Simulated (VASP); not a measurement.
# Ti16H (a cell with a defect) in VASP: single point with PBE

Aim: the single point of Ti16H (a cell with a defect) with PBE.

Everything below comes from runs of VASP 6.6.1. Logs are shortened: lines on timing, memory, paths and dates and some standing lists are left out, and cuts for length are marked.

### 1 The cell of the first run

The cell holds a defect, 17 atoms: a = 5.879 Å, b = 5.879 Å, c = 9.297 Å, α = 90.00°, β = 90.00°, γ = 120.00°.

### 2 Single point, PBE

INCAR

```
  PREC = Accurate
  ENCUT = 520
  EDIFF = 1E-7
  ISMEAR = 1
  SIGMA = 0.1
  LREAL = Auto
  LASPH = T
  NELM = 60
  ALGO = Normal
  ISIF = 2
  LWAVE = F
  LCHARG = F
  GGA = PE
  NBANDS = 110
```

KPOINTS

```
Automatic mesh
0
Gamma
  4 4 2
```

POSCAR

```
Ti16H
1.0
    5.8787149775      0.0000000589      0.0000000000
   -2.9393575397      5.0911164827      0.0000000000
    0.0000000000      0.0000000000      9.2970418600
Ti H
16 1
Direct
    0.1688624163      0.3334532483      0.1254126133
    0.3294958401      0.1564519640      0.3747250860
    0.1582594586      0.3277870974      0.6253339657
    0.3348363677      0.1680614055      0.8745335584
    0.1670396335      0.8325748512      0.1224590071
    0.3292693370      0.6701832565      0.3743655343
    0.1673486864      0.8323237823      0.6272701362
    0.3348467381      0.6642353225      0.8743856316
    0.6659632047      0.3337341297      0.1254884748
    0.8340458779      0.1655215216      0.3726504161
    0.6721248250      0.3279434435      0.6253321819
    0.8335850156      0.1655220991      0.8772162037
    0.6657771635      0.8300610807      0.1251889477
    0.8432663999      0.6703933008      0.3743658105
    0.6719103351      0.8414005043      0.6251169470
    0.8313402958      0.6645251277      0.8742924267
    0.5006702952      0.4994551605      0.4996558208
```

Potentials or basis: VASP PAW PBE potentials, release 64 (Ti_sv, H).

On the command line:

```sh
$ cat potpaw_PBE.64/Ti_sv/POTCAR potpaw_PBE.64/H/POTCAR > POTCAR
$ mpirun -np 1 vasp_std > vasp.out
```

OUTCAR:

```text
PREC = Accurate
   ENCUT = 520
   EDIFF = 1E-7
   ISMEAR = 1
   LREAL = Auto
   LASPH = T
   NELM = 60
   ISIF = 2
   GGA = PE

 ion  position               nearest neighbor table
   1  0.169  0.333  0.125-  10 2.86  12 2.87   8 2.88   4 2.88   6 2.88   2 2.89  13 2.92
   2  0.329  0.156  0.375-  14 2.86   6 2.86   5 2.87   7 2.87   9 2.88   1 2.89   3 2.91  11 2.91

   3  0.158  0.328  0.625-  11 2.86  15 2.86  12 2.87  10 2.87   8 2.88   4 2.88   2 2.91   6 2.91

   4  0.335  0.168  0.875-   7 2.86   5 2.87   9 2.88   1 2.88   3 2.88  11 2.88   8 2.92  16 2.92

   5  0.167  0.833  0.122-  14 2.86   6 2.87   2 2.87   4 2.87  16 2.87   8 2.87
   6  0.329  0.670  0.374-  14 2.86   2 2.86   5 2.87   7 2.87   1 2.88  13 2.88  15 2.91   3 2.91

   7  0.167  0.832  0.627-   8 2.86  16 2.86   4 2.86   2 2.87   6 2.87  14 2.87
   8  0.335  0.664  0.874-   7 2.86   5 2.87  13 2.88   1 2.88   3 2.88  15 2.88   4 2.92  16 2.92

   9  0.666  0.334  0.125-  10 2.87  12 2.87   4 2.88  16 2.88  14 2.88   2 2.88  13 2.92
  10  0.834  0.166  0.373-   1 2.86  13 2.87   9 2.87  15 2.87   3 2.87  11 2.87
  11  0.672  0.328  0.625-   3 2.86  15 2.86  12 2.86  10 2.87  16 2.88   4 2.88   2 2.91  14 2.91

  12  0.834  0.166  0.877-  11 2.86   3 2.87  15 2.87  13 2.87   1 2.87   9 2.87
  13  0.666  0.830  0.125-  10 2.87  12 2.87   8 2.88  16 2.88   6 2.88  14 2.88   9 2.92   1 2.92

  14  0.843  0.670  0.374-   6 2.86   2 2.86   5 2.86   7 2.87   9 2.88  13 2.88  15 2.91  11 2.91

  15  0.672  0.841  0.625-   3 2.86  11 2.86  12 2.87  10 2.87  16 2.88   8 2.88  14 2.91   6 2.91

  16  0.831  0.665  0.874-   7 2.86   5 2.87  13 2.88   9 2.88  11 2.88  15 2.88   8 2.92   4 2.92

  17  0.501  0.499  0.500-

  LATTYP: Found a hexagonal cell.
 ALAT       =     5.8787149775
 C/A-ratio  =     1.5814751856

  Lattice vectors:

 A1 = (   5.8787149775,   0.0000000589,   0.0000000000)
 A2 = (  -2.9393575397,   5.0911164827,   0.0000000000)
 A3 = (   0.0000000000,   0.0000000000,   9.2970418600)

Analysis of symmetry for initial positions (statically):
=====================================================================
 Subroutine PRICEL returns:
 Original cell was already a primitive cell.

 Routine SETGRP: Setting up the symmetry group for a
 hexagonal supercell.

 Subroutine GETGRP returns: Found  1 space group operations
 (whereof  1 operations were pure point group operations)
 out of a pool of 24 trial point group operations.

[... 142 lines left out ...]
   NSW    =      0    number of steps for IOM
   IBRION =     -1    ionic relax: 0-MD 1-quasi-New 2-CG
   NFREE  =      0    steps in history (QN), initial steepest desc. (CG)
   ISIF   =      2    stress and relaxation
   ISYM   =      2    0-nonsym 1-usesym 2-fastsym
   POTIM  = 0.5000    time-step for ionic-motion
   TEBEG  =    0.0;   TEEND  =   0.0 temperature during run
   PSTRESS=    0.0 pullay stress
   NELECT =     193.0000    total number of electrons
   NUPDOWN=      -1.0000    fix difference up-down
   EMIN   =  10.00;   EMAX   =-10.00  energy-range for DOS
   EFERMI =   0.00;   METHOD = LEGACY
   ISMEAR =     1;   SIGMA  =   0.10  broadening in eV -4-tet -1-fermi 0-gaus
   EFERMI_NEDOS =   21; number of points for ismear=-14 and -15
   IALGO  =     38    algorithm
   IMIX   =      4    mixing-type and parameters
     AMIX     =   0.40;   BMIX     =  1.00
     AMIX_MAG =   1.60;   BMIX_MAG =  1.00
  volume/ion in A,a.u.               =      16.37       110.46
  Fermi-wavevector in a.u.,A,eV,Ry     =   1.449152  2.738500 28.572789  2.100041
  Thomas-Fermi vector in A             =   2.566911
   LORBIT       =      0    0 simple, 1 ext, 2 COOP (PROOUT), +10 PAW based schemes
   GGA     = PE    functional components
   LHFCALC =     F    Hartree Fock is set to
   AEXX    =    0.0000 exact exchange contribution
   IVDW    =     0    specifies the selected vdW correction
   LEPSILON=     F    determine dielectric tensor
   LRPA    =     F    only Hartree local field effects (RPA)
 non-spin polarized calculation
 Methfessel and Paxton  Order N= 1 SIGMA  =   0.10
  energy-cutoff  :      520.00
  volume of cell :      278.25
 maximum number of plane-waves:      7520
 NGX is ok and might be reduce to    48
   NGX = 21   NGY = 21   NGZ = 35

 number of electron     193.0000021 magnetization

 Free energy of the ion-electron system (eV)
  ---------------------------------------------------
  ext. energy  EPLUGINS =         0.00000000
  ---------------------------------------------------
  free energy    TOTEN  =      -129.31175291 eV

  energy without entropy =     -129.32142589  energy(sigma->0) =     -129.31497724

 E-fermi :   8.4525     XC(G=0): -11.5331

 val. band max:        8.4416979040   @ k =   0.5000   0.5000   0.5000
 cond. band min:       8.4790842485   @ k =  -0.2500   0.5000   0.5000
 fundamental gap:      0.0373863445
 Fermi energy:         8.4524586827

 k-point     1 :       0.0000    0.0000    0.0000
  band No.  band energies     occupation
      1     -48.4733      2.00000
      2     -48.4073      2.00000
      3     -48.4042      2.00000
      4     -48.3601      2.00000
      5     -48.3598      2.00000
      6     -48.3544      2.00000
[... 2209 lines left out ...]
    107       9.0573     -0.00000
    108       9.1066     -0.00000
 [bands above 108 left out]

------------------------ aborting loop because EDIFF is reached ----------------------------------------

  FORCE on cell =-STRESS in cart. coord.  units (eV):
  Direction    XX          YY          ZZ          XY          YZ          ZX
  --------------------------------------------------------------------------------------
  -------------------------------------------------------------------------------------
  Total        0.1239505      0.1459423      1.4290240      0.0076091      0.0025250     -0.0094767
  in kB        0.7137047      0.8403334      8.2282956      0.0438128      0.0145390     -0.0545667
  external PRESSURE =       3.2607779 kB  Pullay stress =       0.0000000 kB

 VOLUME and BASIS-vectors are now :
 -----------------------------------------------------------------------------
  energy-cutoff  :      520.00
  volume of cell :      278.25
      direct lattice vectors                 reciprocal lattice vectors
     5.878714977  0.000000059  0.000000000     0.170105201  0.098210286  0.000000000
    -2.939357540  5.091116483  0.000000000    -0.000000002  0.196420569  0.000000000
     0.000000000  0.000000000  9.297041860     0.000000000  0.000000000  0.107561095

 POSITION                                       TOTAL-FORCE (eV/Angst)
 -----------------------------------------------------------------------------------
      0.01256      1.69765      1.16597        -0.000729     -0.004426      0.008146
      1.47714      0.79652      3.48383        -0.005378     -0.015995     -0.011659
     -0.03312      1.66880      5.81376        -0.017976     -0.007459     -0.008083
      1.47442      0.85562      8.13058         0.006681     -0.020879     -0.003095
     -1.46526      4.23874      1.13851        -0.001026     -0.003828      0.005260
     -0.03423      3.41198      3.48049        -0.015674      0.009399      0.009761
[... 9 lines left out ...]
      2.93394      3.38317      8.12833         0.019694      0.009187      0.001318
      1.47522      2.54278      4.64532         0.004727     -0.006294      0.006516
 -----------------------------------------------------------------------------------
    total drift:                               -0.035632      0.018275      0.009015

  FREE ENERGIE OF THE ION-ELECTRON SYSTEM (eV)
  ---------------------------------------------------
  free  energy   TOTEN  =      -129.3117529143 eV

  energy  without entropy=     -129.3214258935  energy(sigma->0) =     -129.31497724
```

stdout:

```text
POSCAR found type information on POSCAR TiH
 POSCAR found :  2 types and      17 ions
 scaLAPACK will be used
 LDA part: xc-table for (Slater+PW92), standard interpolation
 POSCAR, INCAR and KPOINTS ok, starting setup
 FFT: planning ... GRIDC
 FFT: planning ... GRID_SOFT
 FFT: planning ... GRID
 WAVECAR not read
 entering main loop
```

Wall time 29 min (1 thread of Intel Xeon Platinum 8259CL at 2.50GHz (Skylake/Cascade Lake), shared host); peak memory 0.64 GiB.

Results:

```yaml
Free_energy: -129.3118 eV
Pressure: 0.3 GPa
Largest_force: 0.033 eV/Å
Band_gap_on_the_k_mesh: zero (an odd number of electrons rules out a gap without spin polarisation)
```

Forces on the atoms (eV/Å):
```
Ti  -0.001 -0.004  0.008
Ti  -0.005 -0.016 -0.012
Ti  -0.018 -0.007 -0.008
Ti   0.007 -0.021 -0.003
Ti  -0.001 -0.004  0.005
Ti  -0.016  0.009  0.010
Ti   0.006 -0.004 -0.009
Ti  -0.026  0.017 -0.012
Ti   0.014 -0.014 -0.001
Ti  -0.003  0.002  0.001
Ti   0.013 -0.015 -0.008
Ti  -0.006  0.004 -0.002
Ti  -0.002  0.018  0.013
Ti   0.020  0.012  0.013
Ti  -0.005  0.021 -0.004
Ti   0.020  0.009  0.001
H    0.005 -0.006  0.007
```

Stress tensor (GPa, compression positive):
```
 0.07  0.00 -0.01
 0.00  0.08  0.00
-0.01  0.00  0.82
```

Levels at points of the mesh, in eV from the Fermi level:
```csv
k point,band 94,band 95,band 96,band 97,band 98,band 99,band 100,band 101
"(0.00, 0.00, 0.00)",0.04,0.33,0.33,0.42,0.43,0.50,0.50,0.51
"(0.50, 0.00, 0.00)",-0.57,-0.53,-0.52,-0.27,-0.26,-0.19,-0.17,0.05
"(0.00, 0.50, 0.00)",-0.57,-0.53,-0.52,-0.27,-0.26,-0.19,-0.18,0.05
"(0.50, 0.50, 0.00)",-0.57,-0.53,-0.52,-0.27,-0.26,-0.19,-0.17,0.05
"(0.00, 0.00, 0.50)",0.12,0.46,0.46,0.52,0.55,0.55,0.57,0.68
"(0.50, 0.00, 0.50)",-0.44,-0.34,-0.32,-0.01,0.06,0.08,0.15,0.16
"(0.00, 0.50, 0.50)",-0.44,-0.34,-0.32,-0.01,0.06,0.08,0.15,0.16
"(0.50, 0.50, 0.50)",-0.44,-0.34,-0.32,-0.01,0.06,0.08,0.15,0.16
```

The gap in the log of VASP goes by the Fermi energy; the results here count the filled bands.